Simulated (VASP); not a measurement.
# NaTbBr4 (P4/mmm) in VASP: further runs, part 2 of 2

VASP 6.6.1. Earlier steps stand in the parts before.

### Step 3. Single point, PBE

The input, INCAR:

```
SYSTEM = NaTbBr4
ALGO = Normal
EDIFF = 1E-6
ENCUT = 500
GGA = PE
GGA_COMPAT = .FALSE.
ISIF = 2
ISMEAR = 0
LASPH = .TRUE.
LCHARG = .FALSE.
LMAXMIX = 6
LREAL = .FALSE.
LWAVE = .FALSE.
NBANDS = 31
NELM = 200
PREC = Accurate
SIGMA = 0.02
```

The input, KPOINTS:

```
k-points
0
G
  4 4 8
  0 0 0
```

The input, POSCAR:

```
NaTbBr4
1.0
    7.4384610332      0.0000000000      0.0000000000
    0.0000000000      7.4384610332      0.0000000000
    0.0000000000      0.0000000000      3.7540996550
Na Tb Br
1 1 4
Direct
    0.5000000000      0.5000000000      0.5000000000
    0.0000000000      0.0000000000      0.0000000000
    0.2241326217      0.7758673783      0.5000000000
    0.7758673783      0.2241326217      0.5000000000
    0.2241326217      0.2241326217      0.5000000000
    0.7758673783      0.7758673783      0.5000000000
```

Potentials or basis: VASP PAW PBE potentials, release 64 (Na_pv, Tb_3, Br), 4f in core.

The run is started by

```
cat potpaw_PBE.64/Na_pv/POTCAR potpaw_PBE.64/Tb_3/POTCAR potpaw_PBE.64/Br/POTCAR > POTCAR
mpirun -np 1 vasp_std > vasp.out
```

OUTCAR:

```text
SYSTEM = NaTbBr4
   EDIFF = 1E-6
   ENCUT = 500
   GGA = PE
   ISIF = 2
   ISMEAR = 0
   LASPH = .TRUE.
   LREAL = .FALSE.
   NELM = 200
   PREC = Accurate

 ion  position               nearest neighbor table
   1  0.500  0.500  0.500-
   2  0.000  0.000  0.000-   3 3.01   4 3.01   5 3.01   6 3.01   3 3.01   4 3.01   5 3.01   6 3.01

   3  0.224  0.776  0.500-   2 3.01   2 3.01
   4  0.776  0.224  0.500-   2 3.01   2 3.01
   5  0.224  0.224  0.500-   2 3.01   2 3.01
   6  0.776  0.776  0.500-   2 3.01   2 3.01

  LATTYP: Found a simple tetragonal cell.
 ALAT       =     7.4384610332
 C/A-ratio  =     0.5046876818

  Lattice vectors:

 A1 = (   7.4384610332,   0.0000000000,   0.0000000000)
 A2 = (   0.0000000000,   7.4384610332,   0.0000000000)
 A3 = (   0.0000000000,   0.0000000000,   3.7540996550)

Analysis of symmetry for initial positions (statically):
=====================================================================
 Subroutine PRICEL returns:
 Original cell was already a primitive cell.

 Routine SETGRP: Setting up the symmetry group for a
 simple tetragonal supercell.

[... 170 lines left out ...]
  free energy    TOTEN  =       -21.75051885 eV

  energy without entropy =      -21.75051885  energy(sigma->0) =      -21.75051885

 E-fermi :   0.1950     XC(G=0):  -7.5133

 val. band max:        0.0705097520   @ k =   0.0000   0.0000   0.5000
 cond. band min:       1.2497696367   @ k =   0.0000   0.0000   0.0000
 fundamental gap:      1.1792598847
 Fermi energy:         0.1950006809

 k-point     1 :       0.0000    0.0000    0.0000
  band No.  band energies     occupation
      1     -23.7276      2.00000
      2     -23.6405      2.00000
      3     -23.6405      2.00000
      4     -22.8827      2.00000
      5     -22.8827      2.00000
      6     -22.8137      2.00000
[... 805 lines left out ...]
     30       7.0483      0.00000
     31       7.0483      0.00000

 [... further k-points ...]
[... 5 lines left out ...]
  --------------------------------------------------------------------------------------
  -------------------------------------------------------------------------------------
  Total       -0.0712505     -0.0712505     -0.0660324      0.0000000     -0.0000000      0.0000000
  in kB       -0.5495742     -0.5495742     -0.5093255      0.0000000     -0.0000000      0.0000000
  external PRESSURE =      -0.5361580 kB  Pullay stress =       0.0000000 kB

 VOLUME and BASIS-vectors are now :
 -----------------------------------------------------------------------------
  energy-cutoff  :      500.00
  volume of cell :      207.72
      direct lattice vectors                 reciprocal lattice vectors
     7.438461033  0.000000000  0.000000000     0.134436410  0.000000000  0.000000000
     0.000000000  7.438461033  0.000000000     0.000000000  0.134436410  0.000000000
     0.000000000  0.000000000  3.754099655     0.000000000  0.000000000  0.266375454

 POSITION                                       TOTAL-FORCE (eV/Angst)
 -----------------------------------------------------------------------------------
      3.71923      3.71923      1.87705         0.000000      0.000000     -0.000000
      0.00000      0.00000      0.00000         0.000000      0.000000     -0.000000
      1.66720      5.77126      1.87705        -0.006201      0.006201     -0.000000
      5.77126      1.66720      1.87705         0.006201     -0.006201      0.000000
      1.66720      1.66720      1.87705        -0.006201     -0.006201     -0.000000
      5.77126      5.77126      1.87705         0.006201      0.006201      0.000000
 -----------------------------------------------------------------------------------
    total drift:                               -0.000000      0.000000     -0.000000

  FREE ENERGIE OF THE ION-ELECTRON SYSTEM (eV)
  ---------------------------------------------------
  free  energy   TOTEN  =       -21.7505188526 eV

  energy  without entropy=      -21.7505188526  energy(sigma->0) =      -21.75051885
```

OSZICAR:

```text
N       E                     dE             d eps       ncg     rms          rms(c)
DAV:   1     0.335657064740E+03    0.33566E+03   -0.18516E+04  1868   0.119E+03
DAV:   2     0.126352430403E+02   -0.32302E+03   -0.31014E+03  2291   0.299E+02
DAV:   3    -0.216973814448E+02   -0.34333E+02   -0.33986E+02  2312   0.939E+01
DAV:   4    -0.225527601907E+02   -0.85538E+00   -0.85328E+00  2223   0.177E+01
DAV:   5    -0.225724844424E+02   -0.19724E-01   -0.19720E-01  2289   0.247E+00    0.177E+01
DAV:   6    -0.218273553655E+02    0.74513E+00   -0.10069E+00  2390   0.439E+00    0.122E+01
DAV:   7    -0.217793072318E+02    0.48048E-01   -0.97690E-01  2454   0.423E+00    0.203E+00
DAV:   8    -0.217472444933E+02    0.32063E-01   -0.14561E-01  2275   0.199E+00    0.215E-01
DAV:   9    -0.217483947152E+02   -0.11502E-02   -0.11580E-02  2007   0.532E-01    0.230E-01
DAV:  10    -0.217493473317E+02   -0.95262E-03   -0.10596E-03  2135   0.158E-01    0.822E-02
DAV:  11    -0.217503166346E+02   -0.96930E-03   -0.96328E-04  1903   0.146E-01    0.427E-02
DAV:  12    -0.217505055125E+02   -0.18888E-03   -0.26879E-04  2036   0.733E-02    0.195E-02
DAV:  13    -0.217505168496E+02   -0.11337E-04   -0.20362E-05  2251   0.213E-02    0.936E-03
DAV:  14    -0.217505186669E+02   -0.18172E-05   -0.26655E-06  1818   0.964E-03    0.418E-03
DAV:  15    -0.217505188526E+02   -0.18568E-06   -0.14496E-07  1687   0.254E-03
   1 F= -.21750519E+02 E0= -.21750519E+02  d E =-.131376E-20
```

stdout:

```text
POSCAR found type information on POSCAR NaTbBr
 POSCAR found :  3 types and       6 ions
 scaLAPACK will be used
 LDA part: xc-table for (Slater+PW92), standard interpolation
 POSCAR, INCAR and KPOINTS ok, starting setup
 FFT: planning ... GRIDC
 FFT: planning ... GRID_SOFT
 FFT: planning ... GRID
 WAVECAR not read
 entering main loop
```

Wall time 77 s (1 thread of AMD EPYC 9R45 (Zen 5), shared host); peak memory 0.35 GiB.

Results:

```
Free energy            : -21.7505 eV
Pressure               : -0.1 GPa
Largest force          : 0.009 eV/Å
Band gap on the k mesh : 1.18 eV (least direct gap 1.39 eV)
```

Forces on the atoms (eV/Å):
```
Na   0.000  0.000  0.000
Tb   0.000  0.000  0.000
Br  -0.006  0.006  0.000
Br   0.006 -0.006  0.000
Br  -0.006 -0.006  0.000
Br   0.006  0.006  0.000
```

Caveat: spin-orbit coupling is left out, which moves the levels of the heavy elements; the 4f electrons are frozen in the core, so they carry no moment and show no levels.

### Step 4. Relaxation of cell and atoms, PBE

This run uses another cell than the first one, of 34.84 Å³/atom.

The input, INCAR:

```
SYSTEM = NaTbBr4
ALGO = Normal
EDIFF = 1E-7
EDIFFG = -0.04
ENCUT = 500
GGA = PE
GGA_COMPAT = .FALSE.
IBRION = 2
ISIF = 3
ISMEAR = 0
LASPH = .TRUE.
LCHARG = .FALSE.
LMAXMIX = 6
LREAL = .FALSE.
LWAVE = .FALSE.
NELM = 200
NELMIN = 4
NSW = 90
PREC = Accurate
SIGMA = 0.1
```

The input, KPOINTS:

```
k-points
0
G
  4 4 4
  0 0 0
```

The input, POSCAR:

```
NaTbBr4
1.0
    7.4480291440      0.0000000000      0.0000000000
    0.0000000000      7.4480291440      0.0000000000
    0.0000000000      0.0000000000      3.7679710802
Na Tb Br
1 1 4
Direct
    0.5000000000      0.5000000000      0.5000000000
    0.0000000000      0.0000000000      0.0000000000
    0.2237821373      0.7762178627      0.5000000000
    0.7762178627      0.2237821373      0.5000000000
    0.2237821373      0.2237821373      0.5000000000
    0.7762178627      0.7762178627      0.5000000000
```

Potentials or basis: VASP PAW PBE potentials, release 64 (Na_pv, Tb_3, Br), 4f in core.

The run is started by

```
cat potpaw_PBE.64/Na_pv/POTCAR potpaw_PBE.64/Tb_3/POTCAR potpaw_PBE.64/Br/POTCAR > POTCAR
mpirun -np 1 vasp_std > vasp.out
```

OUTCAR:

```text
SYSTEM = NaTbBr4
   EDIFF = 1E-7
   EDIFFG = -0.04
   ENCUT = 500
   GGA = PE
   IBRION = 2
   ISIF = 3
   ISMEAR = 0
   LASPH = .TRUE.
   LREAL = .FALSE.
   NELM = 200
   NELMIN = 4
   NSW = 90
   PREC = Accurate

 ion  position               nearest neighbor table
   1  0.500  0.500  0.500-
   2  0.000  0.000  0.000-   3 3.02   4 3.02   5 3.02   6 3.02   3 3.02   4 3.02   5 3.02   6 3.02

   3  0.224  0.776  0.500-   2 3.02   2 3.02
   4  0.776  0.224  0.500-   2 3.02   2 3.02
   5  0.224  0.224  0.500-   2 3.02   2 3.02
   6  0.776  0.776  0.500-   2 3.02   2 3.02

  LATTYP: Found a simple tetragonal cell.
 ALAT       =     7.4480291440
 C/A-ratio  =     0.5059017637

  Lattice vectors:

 A1 = (   7.4480291440,   0.0000000000,   0.0000000000)
 A2 = (   0.0000000000,   7.4480291440,   0.0000000000)
 A3 = (   0.0000000000,   0.0000000000,   3.7679710802)

Analysis of symmetry for initial positions (statically):
=====================================================================
 Subroutine PRICEL returns:
 Original cell was already a primitive cell.

 Routine SETGRP: Setting up the symmetry group for a
 simple tetragonal supercell.

 Subroutine GETGRP returns: Found 16 space group operations
 (whereof 16 operations were pure point group operations)
 out of a pool of 16 trial point group operations.

The static configuration has the point symmetry D_4h.

Analysis of symmetry for dynamics (positions and initial velocities):
=====================================================================
 Subroutine PRICEL returns:
 Original cell was already a primitive cell.

 Routine SETGRP: Setting up the symmetry group for a
 simple tetragonal supercell.

 Subroutine GETGRP returns: Found 16 space group operations
 (whereof 16 operations were pure point group operations)
 out of a pool of 16 trial point group operations.

The dynamic configuration has the point symmetry D_4h.

 Subroutine INISYM returns: Found 16 space group operations
 (whereof 16 operations are pure point group operations),
 and found     1 'primitive' translations

----------------------------------------------------------------------------------------

                                     Primitive cell

  volume of cell :     209.0212

  direct lattice vectors                    reciprocal lattice vectors
     7.448029144  0.000000000  0.000000000     0.134263707  0.000000000  0.000000000
     0.000000000  7.448029144  0.000000000     0.000000000  0.134263707  0.000000000
     0.000000000  0.000000000  3.767971080     0.000000000  0.000000000  0.265394818

  length of vectors
     7.448029144  7.448029144  3.767971080     0.134263707  0.134263707  0.265394818

  position of ions in fractional coordinates (direct lattice)
     0.500000000  0.500000000  0.500000000
     0.000000000  0.000000000  0.000000000
     0.223782137  0.776217863  0.500000000
     0.776217863  0.223782137  0.500000000
     0.223782137  0.223782137  0.500000000
     0.776217863  0.776217863  0.500000000

  ion indices of the primitive-cell ions
   primitive index   ion index
[... 30 lines left out ...]

 Found     18 irreducible k-points:

 Following reciprocal coordinates:
            Coordinates               Weight
  0.000000  0.000000  0.000000      1.000000
  0.250000  0.000000  0.000000      4.000000
  0.500000  0.000000  0.000000      2.000000
  0.250000  0.250000  0.000000      4.000000
  0.500000  0.250000  0.000000      4.000000
  0.500000  0.500000  0.000000      1.000000
[... 10 lines left out ...]
  0.500000  0.250000  0.500000      4.000000
  0.500000  0.500000  0.500000      1.000000
   k-points           NKPTS =     18   k-points in BZ     NKDIM =     18   number of bands    NBANDS=     26
   number of dos      NEDOS =    301   number of ions     NIONS =      6
   total plane-waves  NPLWV =  81648
   dimension x,y,z NGX =    54 NGY =   54 NGZ =   28
   dimension x,y,z NGXF=   108 NGYF=  108 NGZF=   56
   ions per type =               1   1   4
   NGX,Y,Z   is equivalent  to a cutoff of  12.05, 12.05, 12.35 a.u.
   NGXF,Y,Z  is equivalent  to a cutoff of  24.11, 24.11, 24.71 a.u.
 SYSTEM =  NaTbBr4
   PREC   = accura    normal or accurate (medium, high low for compatibility)
   ISTART =      0    job   : 0-new  1-cont  2-samecut
   ICHARG =      2    charge: 1-file 2-atom 10-const
   ISPIN  =      1    spin polarized calculation?
   LNONCOLLINEAR =      F non collinear calculations
   LSORBIT =      F    spin-orbit coupling
   LASPH  =      T    aspherical Exc in radial PAW
   ENCUT  =  500.0 eV  36.75 Ry    6.06 a.u.  13.58 13.58  6.87*2*pi/ulx,y,z
   NELM   =    200;   NELMIN=  4; NELMDL= -5     # of ELM steps
   EDIFF  = 0.1E-06   stopping-criterion for ELM
   LREAL  =      F    real-space projection
   EDIFFG = -.4E-01   stopping-criterion for IOM
   NSW    =     90    number of steps for IOM
   IBRION =      2    ionic relax: 0-MD 1-quasi-New 2-CG
   NFREE  =      1    steps in history (QN), initial steepest desc. (CG)
   ISIF   =      3    stress and relaxation
   ISYM   =      2    0-nonsym 1-usesym 2-fastsym
   POTIM  = 0.5000    time-step for ionic-motion
   TEBEG  =    0.0;   TEEND  =   0.0 temperature during run
   PSTRESS=    0.0 pullay stress
   NELECT =      44.0000    total number of electrons
   NUPDOWN=      -1.0000    fix difference up-down
   EMIN   =  10.00;   EMAX   =-10.00  energy-range for DOS
   EFERMI =   0.00;   METHOD = LEGACY
   ISMEAR =     0;   SIGMA  =   0.10  broadening in eV -4-tet -1-fermi 0-gaus
   EFERMI_NEDOS =   21; number of points for ismear=-14 and -15
   IALGO  =     38    algorithm
   IMIX   =      4    mixing-type and parameters
     AMIX     =   0.40;   BMIX     =  1.00
     AMIX_MAG =   1.60;   BMIX_MAG =  1.00
  volume/ion in A,a.u.               =      34.84       235.09
  Fermi-wavevector in a.u.,A,eV,Ry     =   0.973858  1.840325 12.903757  0.948399
  Thomas-Fermi vector in A             =   2.104271
   LORBIT       =      0    0 simple, 1 ext, 2 COOP (PROOUT), +10 PAW based schemes
   GGA     = PE    functional components
   LHFCALC =     F    Hartree Fock is set to
   AEXX    =    0.0000 exact exchange contribution
   IVDW    =     0    specifies the selected vdW correction
   LEPSILON=     F    determine dielectric tensor
   LRPA    =     F    only Hartree local field effects (RPA)
 conjugate gradient relaxation of ions
 non-spin polarized calculation
 Gauss-broadening in eV      SIGMA  =   0.10
  energy-cutoff  :      500.00
  volume of cell :      209.02
 maximum number of plane-waves:      5336
   NGX = 27   NGY = 27   NGZ = 13

 number of electron      44.0000008 magnetization

 Free energy of the ion-electron system (eV)
  ---------------------------------------------------
  ext. energy  EPLUGINS =         0.00000000
  ---------------------------------------------------
  free energy    TOTEN  =       -21.73363258 eV

  energy without entropy =      -21.73363258  energy(sigma->0) =      -21.73363258

 E-fermi :   0.4937     XC(G=0):  -7.4856

 val. band max:        0.0416134703   @ k =   0.0000   0.0000   0.5000
 cond. band min:       1.2374964257   @ k =   0.0000   0.0000   0.0000
 fundamental gap:      1.1958829554
 Fermi energy:         0.4937372031

 k-point     1 :       0.0000    0.0000    0.0000
  band No.  band energies     occupation
      1     -23.7685      2.00000
      2     -23.6810      2.00000
      3     -23.6810      2.00000
      4     -22.9376      2.00000
      5     -22.9376      2.00000
      6     -22.8675      2.00000
[... 511 lines left out ...]
     25       4.6975      0.00000
     26       4.7071      0.00000

------------------------ aborting loop because EDIFF is reached ----------------------------------------

  FORCE on cell =-STRESS in cart. coord.  units (eV):
  Direction    XX          YY          ZZ          XY          YZ          ZX
  --------------------------------------------------------------------------------------
  -------------------------------------------------------------------------------------
  Total       -0.1646589     -0.1646589     -0.2054967      0.0000000      0.0000000      0.0000000
  in kB       -1.2621340     -1.2621340     -1.5751615      0.0000000      0.0000000      0.0000000
  external PRESSURE =      -1.3664765 kB  Pullay stress =       0.0000000 kB

 VOLUME and BASIS-vectors are now :
 -----------------------------------------------------------------------------
  energy-cutoff  :      500.00
  volume of cell :      209.02
      direct lattice vectors                 reciprocal lattice vectors
     7.448029144  0.000000000  0.000000000     0.134263707  0.000000000  0.000000000
     0.000000000  7.448029144  0.000000000     0.000000000  0.134263707  0.000000000
     0.000000000  0.000000000  3.767971080     0.000000000  0.000000000  0.265394818

 POSITION                                       TOTAL-FORCE (eV/Angst)
 -----------------------------------------------------------------------------------
      3.72401      3.72401      1.88399         0.000000      0.000000      0.000000
      0.00000      0.00000      0.00000         0.000000      0.000000      0.000000
      1.66674      5.78129      1.88399        -0.001716      0.001716     -0.000000
      5.78129      1.66674      1.88399         0.001716     -0.001716      0.000000
      1.66674      1.66674      1.88399        -0.001716     -0.001716     -0.000000
      5.78129      5.78129      1.88399         0.001716      0.001716      0.000000
 -----------------------------------------------------------------------------------
    total drift:                                0.000000      0.000000      0.000000

  FREE ENERGIE OF THE ION-ELECTRON SYSTEM (eV)
  ---------------------------------------------------
  free  energy   TOTEN  =       -21.7336325781 eV

  energy  without entropy=      -21.7336325781  energy(sigma->0) =      -21.73363258

 reached required accuracy - stopping structural energy minimisation
```

Run time: 47 s. Hardware: 1 thread of AMD EPYC 9R45 (Zen 5), shared host; peak memory 0.3 GiB.

Results:

```
Free energy             : -21.7336 eV
Pressure after relaxing : -0.1 GPa
Band gap on the k mesh  : 1.20 eV (least direct gap 1.40 eV)
```

Forces on the atoms (eV/Å):
```
Na   0.000  0.000  0.000
Tb   0.000  0.000  0.000
Br  -0.002  0.002  0.000
Br   0.002 -0.002  0.000
Br  -0.002 -0.002  0.000
Br   0.002  0.002  0.000
```

Final structure:
```
Na Tb Br
1.0
     7.44803    0.00000    0.00000
     0.00000    7.44803    0.00000
     0.00000    0.00000    3.76797
Na Tb Br
1 1 4
Direct
  0.50000 0.50000 0.50000
  0.00000 0.00000 0.00000
  0.22378 0.77622 0.50000
  0.77622 0.22378 0.50000
  0.22378 0.22378 0.50000
  0.77622 0.77622 0.50000
```

Caveat: spin-orbit coupling is left out, which moves the levels of the heavy elements; the 4f electrons are frozen in the core, so they carry no moment and show no levels. A k mesh can miss the band edges.
